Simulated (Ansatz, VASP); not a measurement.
One calculation of Mo, two programs

```
CELL_PARAMETERS angstrom
1.41699 -2.45441 0.00000
1.41699 2.45441 0.00000
0.00000 0.00000 2.43966
ATOMIC_POSITIONS crystal
Mo 0.50000 0.50000 0.00000
```

Alike in both runs: functional PBE; k mesh 4 × 4 × 8; occupations gaussian, width 0.1 eV; no spin polarisation.

Ansatz relaxed the structure, and its values are those at the end. VASP's run is a single point on that final structure, the one shown.

```csv
,VASP,Ansatz
version,VASP 6.6.1,Ansatz 0.2.0
potentials or method,"VASP PAW PBE potentials, release 64 (Mo_sv), cutoff 500 eV","scalar-relativistic, plane waves, PAW"
valence electrons in the cell,14,14
```

```csv
,VASP,Ansatz,Ansatz less VASP
gap on the k mesh at the Fermi level (eV),none,none,-
pressure (GPa),0.5,-0.1,-0.60
```

A gap of «none» marks a metal or a gap that the smearing closes.

The k mesh is coarse, so the values compare programs but aren't converged.
